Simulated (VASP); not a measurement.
TiO2:

```
Ti O
1.0
     4.64330    0.00000    0.00000
     0.00000    4.64330    0.00000
     0.00000    0.00000    2.96408
Ti O
2 4
Direct
  0.00000 0.00000 0.00000
  0.50000 0.50000 0.50000
  0.30513 0.30513 0.00000
  0.19487 0.80513 0.50000
  0.80513 0.19487 0.50000
  0.69487 0.69487 0.00000
```

- Program: VASP 6.6.1
- Task: relaxation of cell and atoms
- Functional: LDA
- Potentials or basis: VASP PAW LDA potentials, release 64 (Ti_sv, O)
- Cutoff: 600 eV
- k mesh: 6 × 6 × 8
- Occupations: fermi-dirac, width 0.02 eV
- Spin: no spin polarisation

At the start: pressure -12.0 GPa; volume 10.65 Å³/atom.

**Question.** Where does the relaxation end?

**Answer.** Over 10 steps the energy falls by 21.6 meV/atom and the volume is 10.09 Å³/atom (-5.2 %); space group P4_2/mnm (No. 136, to 0.1 Å) before and after.

The path:
| step | energy change (eV) | largest force (eV/Å) | pressure (GPa) | volume (Å³) |
| --- | --- | --- | --- | --- |
| 1 | 0.0000 | 0.1027 | -11.98 | 63.91 |
| 2 | 0.1283 | 0.7725 | 20.66 | 56.82 |
| 3 | -0.1222 | 0.2120 | -0.37 | 60.86 |
| 4 | -0.1223 | 0.2192 | -0.16 | 60.80 |
| 5 | -0.1292 | 0.0256 | 0.05 | 60.56 |
| 6 | -0.1293 | 0.0091 | 0.08 | 60.52 |
| 7 | -0.1293 | 0.0045 | 0.07 | 60.52 |
| 8 | -0.1293 | 0.0012 | -0.08 | 60.56 |
| 9 | -0.1293 | 0.0017 | -0.09 | 60.56 |
| 10 | -0.1293 | 0.0018 | -0.04 | 60.55 |

Final structure:
```yaml
crystal:
  lattice:
    - [4.55284, 0.00000, 0.00000]
    - [0.00000, 4.55284, 0.00000]
    - [0.00000, 0.00000, 2.92122]
  atoms:
    - { symbol: Ti, position: [0.00000, 0.00000, 0.00000] }
    - { symbol: Ti, position: [0.50000, 0.50000, 0.50000] }
    - { symbol: O, position: [0.30383, 0.30383, 0.00000] }
    - { symbol: O, position: [0.19617, 0.80383, 0.50000] }
    - { symbol: O, position: [0.80383, 0.19617, 0.50000] }
    - { symbol: O, position: [0.69617, 0.69617, 0.00000] }
```

Caveat: the structure was generated, so it needn't be the stable form of TiO2.
